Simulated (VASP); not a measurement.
# MoS3 (P-62m) in VASP: further runs

Runs on MoS3. Level: PBE. Tasks: single point.

All numbers are computed with VASP 6.6.1; they aren't measurements. Logs are shortened: lines on timing, memory, paths and dates and some standing lists are left out, and cuts for length are marked.

### 1 The cell of the first run

Symmetry: P-62m, No. 189, hexagonal system. The conventional cell has a = 6.269 Å, b = 6.269 Å, c = 2.908 Å, α = 90.00°, β = 90.00°, γ = 120.00°. Mo (site symmetry -62m) has 6 S at 2.37 Å and 2 Mo at 2.91 Å within 3.1 Å. Within 3.1 Å of S (site symmetry m2m) lie 2 Mo at 2.37 Å and 2 S at 2.91 Å.

The cell was generated, and may not be a known phase.

### 2 Single point, PBE, collinear spin

INCAR reads:

```
  PREC = Accurate
  ENCUT = 520
  EDIFF = 1E-6
  ISMEAR = 0
  SIGMA = 0.1
  LREAL = False
  LASPH = True
  NELM = 150
  ALGO = Normal
  ISIF = 2
  LWAVE = False
  LCHARG = False
  ISPIN = 2
  MAGMOM = 1 0 0 0
  LORBIT = 11
  LMAXMIX = 4
  GGA = PE
  NBANDS = 28
```

KPOINTS reads:

```
Automatic mesh
0
Gamma
  6 6 4
```

POSCAR reads:

```
MoS3
1.0
    6.2690322611      0.0000000000      0.0000000000
   -3.1345161305      5.4291411952      0.0000000000
    0.0000000000      0.0000000000      2.9080142747
Mo S
1 3
Direct
    0.0000000000      0.0000000000      0.0000000000
    0.7012667330      0.0000000000      0.5000000000
    0.0000000000      0.7012667330      0.5000000000
    0.2987332670      0.2987332670      0.5000000000
```

Potentials or basis: VASP PAW PBE potentials, release 64 (Mo_sv, S).

Command:

```bash
> cat potpaw_PBE.64/Mo_sv/POTCAR potpaw_PBE.64/S/POTCAR > POTCAR
> mpirun -np 1 vasp_std > vasp.out
```

OUTCAR:

```text
PREC = Accurate
   ENCUT = 520
   EDIFF = 1E-6
   ISMEAR = 0
   LREAL = False
   LASPH = True
   NELM = 150
   ISIF = 2
   ISPIN = 2
   LORBIT = 11
   GGA = PE

 ion  position               nearest neighbor table
   1  0.000  0.000  0.000-   3 2.37   3 2.37   4 2.37   4 2.37   2 2.37   2 2.37
   2  0.701  0.000  0.500-   1 2.37   1 2.37
   3  0.000  0.701  0.500-   1 2.37   1 2.37
   4  0.299  0.299  0.500-   1 2.37   1 2.37

  LATTYP: Found a hexagonal cell.
 ALAT       =     6.2690322611
 C/A-ratio  =     0.4638697256

  Lattice vectors:

 A1 = (   6.2690322611,   0.0000000000,   0.0000000000)
 A2 = (  -3.1345161305,   5.4291411952,   0.0000000000)
 A3 = (   0.0000000000,   0.0000000000,   2.9080142747)

Analysis of symmetry for initial positions (statically):
=====================================================================
 Subroutine PRICEL returns:
 Original cell was already a primitive cell.

 Routine SETGRP: Setting up the symmetry group for a
 hexagonal supercell.

 Subroutine GETGRP returns: Found 12 space group operations
 (whereof 12 operations were pure point group operations)
 out of a pool of 24 trial point group operations.

The static configuration has the point symmetry D_3h.

Analysis of symmetry for dynamics (positions and initial velocities):
=====================================================================
 Subroutine PRICEL returns:
 Original cell was already a primitive cell.

 Routine SETGRP: Setting up the symmetry group for a
 hexagonal supercell.

 Subroutine GETGRP returns: Found 12 space group operations
 (whereof 12 operations were pure point group operations)
 out of a pool of 24 trial point group operations.

The dynamic configuration has the point symmetry D_3h.

Analysis of structural, dynamic, and magnetic symmetry:
=====================================================================
 Subroutine PRICEL returns:
 Original cell was already a primitive cell.

 Routine SETGRP: Setting up the symmetry group for a
 hexagonal supercell.

 Subroutine GETGRP returns: Found 12 space group operations
 (whereof 12 operations were pure point group operations)
 out of a pool of 24 trial point group operations.

The overall configuration has the point symmetry D_3h.

 Subroutine INISYM returns: Found 12 space group operations
 (whereof 12 operations are pure point group operations),
 and found     1 'primitive' translations

----------------------------------------------------------------------------------------

                                     Primitive cell

  volume of cell :      98.9756

  direct lattice vectors                    reciprocal lattice vectors
     6.269032261  0.000000000  0.000000000     0.159514253  0.092095597  0.000000000
    -3.134516131  5.429141195  0.000000000     0.000000000  0.184191194  0.000000000
     0.000000000  0.000000000  2.908014275     0.000000000  0.000000000  0.343877267

  length of vectors
     6.269032261  6.269032261  2.908014275     0.184191194  0.184191194  0.343877267

  position of ions in fractional coordinates (direct lattice)
     0.000000000  0.000000000  0.000000000
     0.701266733  0.000000000  0.500000000
     0.000000000  0.701266733  0.500000000
     0.298733267  0.298733267  0.500000000

  ion indices of the primitive-cell ions
   primitive index   ion index
                 1           1
                 2           2
                 3           3
                 4           4

----------------------------------------------------------------------------------------

 KPOINTS: Automatic mesh

Automatic generation of k-mesh.
 Grid dimensions read from file:
 generate k-points for:    6    6    4

 Generating k-lattice:

  Cartesian coordinates                     Fractional coordinates (reciprocal lattice)
     0.026585709  0.015349266  0.000000000     0.166666667  0.000000000  0.000000000
     0.000000000  0.030698532  0.000000000     0.000000000  0.166666667  0.000000000
     0.000000000  0.000000000  0.085969317     0.000000000  0.000000000  0.250000000

  Length of vectors
     0.030698532  0.030698532  0.085969317

  Shift w.r.t. Gamma in fractional coordinates (k-lattice)
     0.000000000  0.000000000  0.000000000

 Subroutine IBZKPT returns following result:
 ===========================================

 Found     21 irreducible k-points:

 Following reciprocal coordinates:
            Coordinates               Weight
  0.000000  0.000000  0.000000      1.000000
  0.166667  0.000000  0.000000      6.000000
  0.333333  0.000000  0.000000      6.000000
  0.500000 -0.000000  0.000000      3.000000
  0.166667  0.166667  0.000000      6.000000
  0.333333  0.166667  0.000000     12.000000
[... 13 lines left out ...]
  0.333333  0.166667  0.500000     12.000000
  0.333333  0.333333  0.500000      2.000000
   k-points           NKPTS =     21   k-points in BZ     NKDIM =     21   number of bands    NBANDS=     28
   number of dos      NEDOS =    301   number of ions     NIONS =      4
   total plane-waves  NPLWV =  55296
   dimension x,y,z NGX =    48 NGY =   48 NGZ =   24
   dimension x,y,z NGXF=    96 NGYF=   96 NGZF=   48
   ions per type =               1   3
   NGX,Y,Z   is equivalent  to a cutoff of  12.73, 12.73, 13.72 a.u.
   NGXF,Y,Z  is equivalent  to a cutoff of  25.46, 25.46, 27.44 a.u.
 SYSTEM =  unknown system
   PREC   = accura    normal or accurate (medium, high low for compatibility)
   ISTART =      0    job   : 0-new  1-cont  2-samecut
   ICHARG =      2    charge: 1-file 2-atom 10-const
   ISPIN  =      2    spin polarized calculation?
   LNONCOLLINEAR =      F non collinear calculations
   LSORBIT =      F    spin-orbit coupling
   LASPH  =      T    aspherical Exc in radial PAW
   ENCUT  =  520.0 eV  38.22 Ry    6.18 a.u.  11.66 11.66  5.41*2*pi/ulx,y,z
   NELM   =    150;   NELMIN=  2; NELMDL= -5     # of ELM steps
   EDIFF  = 0.1E-05   stopping-criterion for ELM
   LREAL  =      F    real-space projection
   EDIFFG = 0.1E-04   stopping-criterion for IOM
   NSW    =      0    number of steps for IOM
   IBRION =     -1    ionic relax: 0-MD 1-quasi-New 2-CG
   NFREE  =      0    steps in history (QN), initial steepest desc. (CG)
   ISIF   =      2    stress and relaxation
   ISYM   =      2    0-nonsym 1-usesym 2-fastsym
   POTIM  = 0.5000    time-step for ionic-motion
   TEBEG  =    0.0;   TEEND  =   0.0 temperature during run
   PSTRESS=    0.0 pullay stress
   NELECT =      32.0000    total number of electrons
   NUPDOWN=      -1.0000    fix difference up-down
   EMIN   =  10.00;   EMAX   =-10.00  energy-range for DOS
   EFERMI =   0.00;   METHOD = LEGACY
   ISMEAR =     0;   SIGMA  =   0.10  broadening in eV -4-tet -1-fermi 0-gaus
   EFERMI_NEDOS =   21; number of points for ismear=-14 and -15
   IALGO  =     38    algorithm
   IMIX   =      4    mixing-type and parameters
     AMIX     =   0.40;   BMIX     =  1.00
     AMIX_MAG =   1.60;   BMIX_MAG =  1.00
  volume/ion in A,a.u.               =      24.74       166.98
  Fermi-wavevector in a.u.,A,eV,Ry     =   1.123610  2.123314 17.177335  1.262498
  Thomas-Fermi vector in A             =   2.260277
   LORBIT       =     11    0 simple, 1 ext, 2 COOP (PROOUT), +10 PAW based schemes
   GGA     = PE    functional components
   LHFCALC =     F    Hartree Fock is set to
   AEXX    =    0.0000 exact exchange contribution
   IVDW    =     0    specifies the selected vdW correction
   LEPSILON=     F    determine dielectric tensor
   LRPA    =     F    only Hartree local field effects (RPA)
 spin polarized calculation
 Gauss-broadening in eV      SIGMA  =   0.10
  energy-cutoff  :      520.00
  volume of cell :       98.98
 maximum number of plane-waves:      2686
 NGX is ok and might be reduce to    48
   NGX = 23   NGY = 23   NGZ = 11

 number of electron      32.0000002 magnetization       0.0500954

 number of electron      32.0000001 magnetization      -0.0021168

 Free energy of the ion-electron system (eV)
  ---------------------------------------------------
  ext. energy  EPLUGINS =         0.00000000
  ---------------------------------------------------
  free energy    TOTEN  =       -24.62168982 eV

  energy without entropy =      -24.60579268  energy(sigma->0) =      -24.61374125

 E-fermi :   3.3326     XC(G=0):  -8.8104

 val. band max:        3.3208252984   @ k =   0.3333   0.1667   0.5000
 cond. band min:       3.3598627873   @ k =   0.5000  -0.0000   0.5000
 fundamental gap:      0.0390374889
 Fermi energy:         3.3326130941

 spin component 1

 k-point     1 :       0.0000    0.0000    0.0000
  band No.  band energies     occupation
      1     -58.4676      1.00000
      2     -32.6092      1.00000
      3     -32.6092      1.00000
      4     -32.2579      1.00000
      5     -10.5407      1.00000
      6      -9.2829      1.00000
[... 20 lines left out ...]
     27      13.3946      0.00000
[... 597 lines left out ...]
      5      -8.5759      1.00000
      6      -8.5759      1.00000
[... 20 lines left out ...]
     27      13.1713      0.00000
     28      13.1713      0.00000
 Fermi energy:         3.3326130941

 spin component 2

 k-point     1 :       0.0000    0.0000    0.0000
  band No.  band energies     occupation
      1     -58.4691      1.00000
      2     -32.6113      1.00000
      3     -32.6113      1.00000
      4     -32.2586      1.00000
      5     -10.5406      1.00000
      6      -9.2827      1.00000
[... 20 lines left out ...]
     27      13.3944      0.00000
[... 598 lines left out ...]
      6      -8.5758      1.00000
[... 20 lines left out ...]
     27      13.1714      0.00000
     28      13.1714      0.00000

------------------------ aborting loop because EDIFF is reached ----------------------------------------

  FORCE on cell =-STRESS in cart. coord.  units (eV):
  Direction    XX          YY          ZZ          XY          YZ          ZX
  --------------------------------------------------------------------------------------
  -------------------------------------------------------------------------------------
  Total        0.1718062      0.1718062     -0.0205692      0.0000000      0.0000000      0.0000000
  in kB        2.7811294      2.7811294     -0.3329664      0.0000000      0.0000000      0.0000000
  external PRESSURE =       1.7430975 kB  Pullay stress =       0.0000000 kB

 VOLUME and BASIS-vectors are now :
 -----------------------------------------------------------------------------
  energy-cutoff  :      520.00
  volume of cell :       98.98
      direct lattice vectors                 reciprocal lattice vectors
     6.269032261  0.000000000  0.000000000     0.159514253  0.092095597  0.000000000
    -3.134516131  5.429141195  0.000000000     0.000000000  0.184191194  0.000000000
     0.000000000  0.000000000  2.908014275     0.000000000  0.000000000  0.343877267

 POSITION                                       TOTAL-FORCE (eV/Angst)
 -----------------------------------------------------------------------------------
      0.00000      0.00000      0.00000        -0.000000     -0.000000      0.000000
      4.39626      0.00000      1.45401         0.036044     -0.000000     -0.000000
     -2.19813      3.80728      1.45401        -0.018022      0.031215     -0.000000
      0.93638      1.62187      1.45401        -0.018022     -0.031215      0.000000
 -----------------------------------------------------------------------------------
    total drift:                                0.000000      0.000001      0.000000

  FREE ENERGIE OF THE ION-ELECTRON SYSTEM (eV)
  ---------------------------------------------------
  free  energy   TOTEN  =       -24.6216898213 eV

  energy  without entropy=      -24.6057926800  energy(sigma->0) =      -24.61374125

 total charge

# of ion       s       p       d       tot
------------------------------------------
    1        2.338   6.218   3.906  12.463
    2        1.379   2.282   0.000   3.661
    3        1.379   2.282   0.000   3.661
    4        1.379   2.282   0.000   3.661
--------------------------------------------------
tot          6.475  13.065   3.906  23.446

 magnetization (x)

# of ion       s       p       d       tot
------------------------------------------
    1       -0.000  -0.000  -0.002  -0.002
    2        0.000   0.000   0.000   0.000
    3        0.000   0.000   0.000   0.000
    4        0.000   0.000   0.000   0.000
--------------------------------------------------
tot         -0.000   0.001  -0.002  -0.001
```

It took 75 s on 1 thread of AMD EPYC 9R45 (Zen 5), shared host; peak memory 0.27 GiB.

What came out:

* Free energy: -24.6217 eV
* Pressure: 0.2 GPa
* Largest force: 0.036 eV/Å
* Band gap on the k mesh: zero (filled and empty bands overlap)
* Net moment: 0.00 μB per cell
* Valence electrons inside the program's atomic spheres: Mo 12.46; S 3.66

Forces on the atoms (eV/Å):
```
Mo   0.000  0.000  0.000
S    0.036  0.000  0.000
S   -0.018  0.031  0.000
S   -0.018 -0.031  0.000
```

Caveat: the k points lie up to 0.54 Å⁻¹ apart.

### 3 Single point, PBE

This run uses another cell than the first one, of 29.13 Å³/atom.

INCAR reads:

```
PREC     = Accurate       # precision mode
ENCUT    = 520            # plane-wave cutoff, eV
EDIFF    = 1E-6           # SCF threshold, eV
ISMEAR   = 0              # smearing method
SIGMA    = 0.1            # smearing width, eV
LREAL    = False          # projectors in reciprocal space
LASPH    = True           # aspherical terms in the spheres
NELM     = 80             # most SCF steps
ALGO     = Normal         # electronic algorithm
ISIF     = 2              # what is computed and relaxed
LWAVE    = False          # write WAVECAR
LCHARG   = False          # write CHGCAR
GGA      = PE             # functional
NBANDS   = 24             # bands
```

KPOINTS reads:

```
Automatic mesh
0
Gamma
  12 12 16
```

POSCAR reads:

```
MoS3
1.0
    6.8323023976      0.0000000000      0.0000000000
   -3.4161511988      5.9169474427      0.0000000000
    0.0000000000      0.0000000000      2.8826697916
Mo S
1 3
Direct
    0.0000000000      0.0000000000      0.0000000000
    0.7247546958      0.0000000000      0.5000000000
    0.0000000000      0.7247546958      0.5000000000
    0.2752453042      0.2752453042      0.5000000000
```

Potentials or basis: VASP PAW PBE potentials, release 64 (Mo_sv, S).

Command:

```bash
> cat potpaw_PBE.64/Mo_sv/POTCAR potpaw_PBE.64/S/POTCAR > POTCAR
> mpirun -np 1 vasp_std > vasp.out
```

It took 4.8 min on 1 thread of AMD EPYC 9R45 (Zen 5), shared host; peak memory 0.5 GiB.

It converged, with:

```
Free energy            : -24.7201 eV
Pressure               : -0.1 GPa
Largest force          : 0.017 eV/Å
Band gap on the k mesh : 0.07 eV (least direct gap 0.10 eV)
```

Forces on the atoms (eV/Å):
```
Mo   0.000  0.000  0.000
S    0.017  0.000  0.000
S   -0.008  0.014  0.000
S   -0.008 -0.014  0.000
```

Levels at points of the mesh, in eV from the valence-band top:
| k point | band 12 | band 13 | band 14 | band 15 | band 16 | band 17 | band 18 | band 19 | band 20 | band 21 |
| --- | --- | --- | --- | --- | --- | --- | --- | --- | --- | --- |
| (0.00, 0.00, 0.00) | -2.54 | -1.88 | -1.88 | -1.78 | -1.49 | 1.02 | 2.02 | 2.02 | 3.90 | 3.90 |
| (0.50, 0.00, 0.00) | -2.46 | -1.88 | -1.88 | -1.48 | -1.34 | 1.05 | 1.67 | 1.69 | 3.88 | 3.89 |
| (0.00, 0.00, 0.50) | -4.18 | -2.54 | -0.72 | -0.72 | -0.32 | 0.25 | 0.25 | 2.34 | 4.20 | 4.20 |
| (0.50, 0.00, 0.50) | -4.12 | -2.46 | -1.07 | -0.89 | -0.03 | 0.06 | 0.20 | 2.37 | 4.17 | 4.47 |

Caveat: semilocal functionals underestimate gaps, and a narrow one can read as zero.

The gap in the log of VASP goes by the Fermi energy; the results here count the filled bands.